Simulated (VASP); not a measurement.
Here is a VASP 6.6.1 calculation.

Contents of INCAR:

```
ALGO = Normal
EDIFF = 1E-7
EDIFFG = -0.025
ENCUT = 600
GGA = PE
IBRION = 2
ISIF = 3
ISMEAR = 0
LASPH = T
LCHARG = F
LREAL = F
LWAVE = F
NELM = 60
NSW = 80
PREC = Accurate
SIGMA = 0.2
```

The input KPOINTS:

```
k-points
0
Gamma
  6 4 4
```

The input POSCAR:

```
ZrAl3B3N
1.0
    3.3547166363     -0.0346622399      0.0290011724
    0.8647227285      5.4256327415      0.1150326590
    0.7493197443      2.2120455627      5.3719675167
Zr Al B N
1 3 3 1
Direct
    0.6326707735      0.0602162367      0.2966583472
    0.0863179828      0.5463130075      0.8918592492
    0.1941719405      0.5757097038      0.4021380580
    0.7541796081      0.1519292375      0.7676532908
    0.6199269772      0.5993578987      0.6107862524
    0.2770671216      0.9060012653      0.0263788836
    0.4499959493      0.8470790880      0.7445036224
    0.0981723271      0.3237546027      0.2515149464
```

Potentials or basis: VASP PAW PBE potentials, release 64 (Zr_sv, Al, B, N).

The run is started by

```sh
$ cat potpaw_PBE.64/Zr_sv/POTCAR potpaw_PBE.64/Al/POTCAR potpaw_PBE.64/B/POTCAR potpaw_PBE.64/N/POTCAR > POTCAR
$ mpirun -np 1 vasp_std > vasp.out
```

(1) Estimate the relaxed volume.

(2) Estimate the space group after relaxing (to 0.1 Å).

(3) Estimate the band gap on the k mesh.

(4) What does it give for the relaxed cell?

Answers

(1) 12.12 Å³/atom.

(2) P1 (No. 1).

(3) zero (an odd number of electrons rules out a gap without spin polarisation).

(4) a = 3.371 Å, b = 5.493 Å, c = 5.756 Å, α = 67.62°, β = 82.83°, γ = 80.40°.

Caveat: an odd number of electrons without spin polarisation forces a metal; a magnetic or distorted state may lie lower.
